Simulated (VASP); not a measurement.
# PbSe (rock salt type) (Fm-3m) in VASP: further runs

The runs below take PbSe (rock salt type) through single point, with HSE06.

Program: VASP 6.6.1. These are calculated values, not measurements. Logs are shortened: lines on timing, memory, paths and dates and some standing lists are left out, and cuts for length are marked.

## Step 1: The cell of the first run

The structure is cubic, space group Fm-3m (No. 225). The conventional cell has a = 6.105 Å, b = 6.105 Å, c = 6.105 Å, α = 90.00°, β = 90.00°, γ = 90.00°. Pb (site symmetry m-3m) has 6 Se at 3.05 Å within 4.0 Å. Se (site symmetry m-3m) has 6 Pb at 3.05 Å within 4.0 Å.

## Step 2: Single point, HSE06

POSCAR reads:

```
PbSe
1.0
    0.0000000000      3.0523627126      3.0523627126
    3.0523627126      0.0000000000      3.0523627126
    3.0523627126      3.0523627126      0.0000000000
Pb Se
1 1
Direct
    0.0000000000      0.0000000000      0.0000000000
    0.5000000000      0.5000000000      0.5000000000
```

INCAR.step1 reads:

```
SYSTEM = PbSe
PREC = Accurate
ENCUT = 520
EDIFF = 1E-5
ISMEAR = -1
SIGMA = 0.05
LREAL = .False.
LASPH = .True.
NELM = 60
ALGO = Normal
ISIF = 2
LWAVE = .True.
LCHARG = .False.
GGA = PE
NBANDS = 17
```

INCAR.step2 reads:

```
SYSTEM = PbSe
PREC = Accurate
ENCUT = 520
EDIFF = 1E-6
ISMEAR = -1
SIGMA = 0.05
LREAL = .False.
LASPH = .True.
NELM = 60
ALGO = Normal
ISIF = 2
LWAVE = .False.
LCHARG = .False.
GGA = PE
LHFCALC = .True.
HFSCREEN = 0.2079
PRECFOCK = Normal
ISTART = 1
NBANDS = 17
```

KPOINTS reads:

```
Automatic mesh
0
Gamma
  4 4 4
  0 0 0
```

Potentials or basis: VASP PAW PBE potentials, release 64 (Pb_d, Se).

Command:

```console
$ cat potpaw_PBE.64/Pb_d/POTCAR potpaw_PBE.64/Se/POTCAR > POTCAR
$ cp INCAR.step1 INCAR
$ mpirun -np 1 vasp_std > vasp.out
$ cp INCAR.step2 INCAR
$ mpirun -np 1 vasp_std > vasp.out
```

OUTCAR:

```text
SYSTEM = PbSe
   PREC = Accurate
   ENCUT = 520
   EDIFF = 1E-6
   ISMEAR = -1
   LREAL = .False.
   LASPH = .True.
   NELM = 60
   ISIF = 2
   GGA = PE
   LHFCALC = .True.
   HFSCREEN = 0.2079
   PRECFOCK = Normal
   ISTART = 1

 ion  position               nearest neighbor table
   1  0.000  0.000  0.000-   2 3.05   2 3.05   2 3.05   2 3.05   2 3.05   2 3.05
   2  0.500  0.500  0.500-   1 3.05   1 3.05   1 3.05   1 3.05   1 3.05   1 3.05

  LATTYP: Found a face centered cubic cell.
 ALAT       =     6.1047254252

  Lattice vectors:

 A1 = (   0.0000000000,   3.0523627126,   3.0523627126)
 A2 = (   3.0523627126,   0.0000000000,   3.0523627126)
 A3 = (   3.0523627126,   3.0523627126,   0.0000000000)

Analysis of symmetry for initial positions (statically):
=====================================================================
 Subroutine PRICEL returns:
 Original cell was already a primitive cell.

 Routine SETGRP: Setting up the symmetry group for a
 face centered cubic supercell.

 Subroutine GETGRP returns: Found 48 space group operations
 (whereof 48 operations were pure point group operations)
 out of a pool of 48 trial point group operations.

The static configuration has the point symmetry O_h .

Analysis of symmetry for dynamics (positions and initial velocities):
=====================================================================
 Subroutine PRICEL returns:
 Original cell was already a primitive cell.

 Routine SETGRP: Setting up the symmetry group for a
 face centered cubic supercell.

 Subroutine GETGRP returns: Found 48 space group operations
 (whereof 48 operations were pure point group operations)
 out of a pool of 48 trial point group operations.

The dynamic configuration has the point symmetry O_h .

 Subroutine INISYM returns: Found 48 space group operations
 (whereof 48 operations are pure point group operations),
 and found     1 'primitive' translations

----------------------------------------------------------------------------------------

                                     Primitive cell

  volume of cell :      56.8772

  direct lattice vectors                    reciprocal lattice vectors
     0.000000000  3.052362713  3.052362713    -0.163807531  0.163807531  0.163807531
     3.052362713  0.000000000  3.052362713     0.163807531 -0.163807531  0.163807531
     3.052362713  3.052362713  0.000000000     0.163807531  0.163807531 -0.163807531

  length of vectors
     4.316692745  4.316692745  4.316692745     0.283722967  0.283722967  0.283722967

  position of ions in fractional coordinates (direct lattice)
     0.000000000  0.000000000  0.000000000
     0.500000000  0.500000000  0.500000000

  ion indices of the primitive-cell ions
   primitive index   ion index
                 1           1
                 2           2

----------------------------------------------------------------------------------------

 KPOINTS: Automatic mesh

Automatic generation of k-mesh.
 Grid dimensions read from file:
 generate k-points for:    4    4    4

 Generating k-lattice:

  Cartesian coordinates                     Fractional coordinates (reciprocal lattice)
    -0.040951883  0.040951883  0.040951883     0.250000000  0.000000000  0.000000000
     0.040951883 -0.040951883  0.040951883     0.000000000  0.250000000  0.000000000
     0.040951883  0.040951883 -0.040951883     0.000000000  0.000000000  0.250000000

  Length of vectors
     0.070930742  0.070930742  0.070930742

  Shift w.r.t. Gamma in fractional coordinates (k-lattice)
     0.000000000  0.000000000  0.000000000

 Subroutine IBZKPT returns following result:
 ===========================================

 Found      8 irreducible k-points:

 Following reciprocal coordinates:
            Coordinates               Weight
  0.000000  0.000000  0.000000      1.000000
  0.250000  0.000000  0.000000      8.000000
  0.500000  0.000000  0.000000      4.000000
  0.250000  0.250000  0.000000      6.000000
  0.500000  0.250000  0.000000     24.000000
 -0.250000  0.250000  0.000000     12.000000
  0.500000  0.500000  0.000000      3.000000
 -0.250000  0.500000  0.250000      6.000000
   k-points           NKPTS =      8   k-points in BZ     NKDIM =     64   number of bands    NBANDS=     17
   number of dos      NEDOS =    301   number of ions     NIONS =      2
   total plane-waves  NPLWV =  32768
   dimension x,y,z NGX =    32 NGY =   32 NGZ =   32
   dimension x,y,z NGXF=    64 NGYF=   64 NGZF=   64
   ions per type =               1   1
   NGX,Y,Z   is equivalent  to a cutoff of  12.32, 12.32, 12.32 a.u.
   NGXF,Y,Z  is equivalent  to a cutoff of  24.65, 24.65, 24.65 a.u.
 SYSTEM =  PbSe
   PREC   = accura    normal or accurate (medium, high low for compatibility)
   ISTART =      1    job   : 0-new  1-cont  2-samecut
   ICHARG =      0    charge: 1-file 2-atom 10-const
   ISPIN  =      1    spin polarized calculation?
   LNONCOLLINEAR =      F non collinear calculations
   LSORBIT =      F    spin-orbit coupling
   LASPH  =      T    aspherical Exc in radial PAW
   ENCUT  =  520.0 eV  38.22 Ry    6.18 a.u.   8.03  8.03  8.03*2*pi/ulx,y,z
   NELM   =     60;   NELMIN=  2; NELMDL=  0     # of ELM steps
   EDIFF  = 0.1E-05   stopping-criterion for ELM
   LREAL  =      F    real-space projection
   EDIFFG = 0.1E-04   stopping-criterion for IOM
   NSW    =      0    number of steps for IOM
   IBRION =     -1    ionic relax: 0-MD 1-quasi-New 2-CG
   NFREE  =      0    steps in history (QN), initial steepest desc. (CG)
   ISIF   =      2    stress and relaxation
   ISYM   =      3    0-nonsym 1-usesym 2-fastsym
   POTIM  = 0.5000    time-step for ionic-motion
   TEBEG  =    0.0;   TEEND  =   0.0 temperature during run
   PSTRESS=    0.0 pullay stress
   NELECT =      20.0000    total number of electrons
   NUPDOWN=      -1.0000    fix difference up-down
   EMIN   =  10.00;   EMAX   =-10.00  energy-range for DOS
   EFERMI =   0.00;   METHOD = LEGACY
   ISMEAR =    -1;   SIGMA  =   0.05  broadening in eV -4-tet -1-fermi 0-gaus
   EFERMI_NEDOS =   21; number of points for ismear=-14 and -15
   IALGO  =     38    algorithm
   IMIX   =      1    mixing-type and parameters
     AMIX     =   0.40;   BMIX     =  1.00
     AMIX_MAG =   1.60;   BMIX_MAG =  1.00
  volume/ion in A,a.u.               =      28.44       191.91
  Fermi-wavevector in a.u.,A,eV,Ry     =   1.155506  2.183589 18.166404  1.335193
  Thomas-Fermi vector in A             =   2.292133
   LORBIT       =      0    0 simple, 1 ext, 2 COOP (PROOUT), +10 PAW based schemes
   GGA     = PE    functional components
   LHFCALC =     T    Hartree Fock is set to
   PRECFOCK=normal    Normal, Fast or Accurate (Low or Medium for compatibility)
   ENCUT4O =  -1.0   cutoff for four orbital integrals eV
   NKREDX  =     1    reduce k-point grid by
   NKREDY  =     1    reduce k-point grid by
   NKREDZ  =     1    reduce k-point grid by
   AEXX    =    0.2500 exact exchange contribution
   HFSCREEN=    0.2079 screening length (either q_TF or 0.3 A-1)
   HFSCREENC=   0.2079 screening length for correlation (either q_TF or 0.3 A-1)
   ENCUTFOCK=  -1.0 apply spherical cutoff to Coloumb kernel
   IVDW    =     0    specifies the selected vdW correction
   LEPSILON=     F    determine dielectric tensor
   LRPA    =     F    only Hartree local field effects (RPA)
 non-spin polarized calculation
  energy-cutoff  :      520.00
  volume of cell :       56.88
 maximum number of plane-waves:      1540
  NGX = 28; NGY = 28; NGZ = 28

 number of electron      20.0000003 magnetization

 Free energy of the ion-electron system (eV)
  ---------------------------------------------------
  ext. energy  EPLUGINS =         0.00000000
  ---------------------------------------------------
  free energy    TOTEN  =        -9.71712641 eV

  energy without entropy =       -9.71701375  energy(sigma->0) =       -9.71707008

 E-fermi :   5.2348     XC(G=0):  -7.9610

 val. band max:        4.8969481380   @ k =   0.5000   0.0000   0.0000
 cond. band min:       5.5726055219   @ k =   0.5000   0.0000   0.0000
 fundamental gap:      0.6756573839
 Fermi energy:         5.2347768376

 k-point     1 :       0.0000    0.0000    0.0000
  band No.  band energies     occupation
      1     -13.7596      2.00000
      2     -13.7596      2.00000
      3     -13.7527      2.00000
      4     -13.7527      2.00000
      5     -13.7527      2.00000
      6     -10.2289      2.00000
[... 9 lines left out ...]
     16      12.0197      0.00000
     17      13.6983      0.00000

 k-point     2 :       0.2500    0.0000    0.0000
  band No.  band energies     occupation
      1     -13.7737      2.00000
      2     -13.7737      2.00000
      3     -13.7513      2.00000
      4     -13.7369      2.00000
      5     -13.7369      2.00000
      6      -9.7325      2.00000
[... 9 lines left out ...]
     16      13.3189      0.00000
     17      17.0036      0.00000

 k-point     3 :       0.5000    0.0000    0.0000
  band No.  band energies     occupation
      1     -13.7884      2.00000
      2     -13.7884      2.00000
      3     -13.7507      2.00000
      4     -13.7201      2.00000
      5     -13.7201      2.00000
      6      -9.0326      2.00000
[... 9 lines left out ...]
     16      15.9230      0.00000
     17      15.9606      0.00000

 k-point     4 :       0.2500    0.2500    0.0000
  band No.  band energies     occupation
      1     -13.8157      2.00000
      2     -13.7620      2.00000
      3     -13.7500      2.00000
      4     -13.7306      2.00000
      5     -13.7306      2.00000
      6      -9.5453      2.00000
[... 9 lines left out ...]
     16      15.3341      0.00000
     17      15.3846      0.00000

 k-point     5 :       0.5000    0.2500    0.0000
  band No.  band energies     occupation
      1     -13.8443      2.00000
      2     -13.7630      2.00000
      3     -13.7541      2.00000
      4     -13.7239      2.00000
      5     -13.7151      2.00000
      6      -8.8325      2.00000
[... 9 lines left out ...]
     16      16.4917      0.00000
     17      17.1537      0.00000

 k-point     6 :      -0.2500    0.2500    0.0000
  band No.  band energies     occupation
      1     -13.8039      2.00000
      2     -13.7793      2.00000
      3     -13.7422      2.00000
      4     -13.7316      2.00000
      5     -13.7287      2.00000
      6      -9.0838      2.00000
[... 9 lines left out ...]
     16      15.2354      0.00000
     17      16.1477      0.00000

 k-point     7 :       0.5000    0.5000    0.0000
  band No.  band energies     occupation
      1     -13.9042      2.00000
      2     -13.7714      2.00000
      3     -13.7404      2.00000
      4     -13.7069      2.00000
      5     -13.7069      2.00000
      6      -8.6016      2.00000
[... 9 lines left out ...]
     16      17.5488      0.00000
     17      18.5025      0.00000

 k-point     8 :      -0.2500    0.5000    0.2500
  band No.  band energies     occupation
      1     -13.8640      2.00000
      2     -13.7635      2.00000
      3     -13.7403      2.00000
      4     -13.7403      2.00000
      5     -13.7069      2.00000
      6      -8.5719      2.00000
[... 9 lines left out ...]
     16      17.6854      0.00000
     17      18.5282      0.00000

------------------------ aborting loop because EDIFF is reached ----------------------------------------

  FORCE on cell =-STRESS in cart. coord.  units (eV):
  Direction    XX          YY          ZZ          XY          YZ          ZX
  --------------------------------------------------------------------------------------
  -------------------------------------------------------------------------------------
  Total        0.6046525      0.6046525      0.6046525     -0.0000000     -0.0000000      0.0000000
  in kB       17.0324857     17.0324857     17.0324857     -0.0000000     -0.0000000      0.0000000
  external PRESSURE =      17.0324857 kB  Pullay stress =       0.0000000 kB

 VOLUME and BASIS-vectors are now :
 -----------------------------------------------------------------------------
  energy-cutoff  :      520.00
  volume of cell :       56.88
      direct lattice vectors                 reciprocal lattice vectors
     0.000000000  3.052362713  3.052362713    -0.163807531  0.163807531  0.163807531
     3.052362713  0.000000000  3.052362713     0.163807531 -0.163807531  0.163807531
     3.052362713  3.052362713  0.000000000     0.163807531  0.163807531 -0.163807531

 POSITION                                       TOTAL-FORCE (eV/Angst)
 -----------------------------------------------------------------------------------
      0.00000      0.00000      0.00000         0.000000      0.000000     -0.000000
      3.05236      3.05236      3.05236        -0.000000     -0.000000      0.000000
 -----------------------------------------------------------------------------------
    total drift:                               -0.000001     -0.000002      0.000001

  FREE ENERGIE OF THE ION-ELECTRON SYSTEM (eV)
  ---------------------------------------------------
  free  energy   TOTEN  =        -9.7171264128 eV

  energy  without entropy=       -9.7170137540  energy(sigma->0) =       -9.71707008
```

Wall time 28 min (1 thread of Intel Xeon 8259CL, shared host); peak memory 0.3 GiB.

What came out:

```
Free energy            : -9.7171 eV
Pressure               : 1.7 GPa
Band gap on the k mesh : 0.68 eV
```

Caveat: the k points lie up to 0.45 Å⁻¹ apart; the PAW data sets were made with another functional, which shifts forces and pressure a little; spin-orbit coupling is left out, which moves the levels of the heavy elements. A k mesh can miss the band edges.

(Continued in part 2 of 3.)
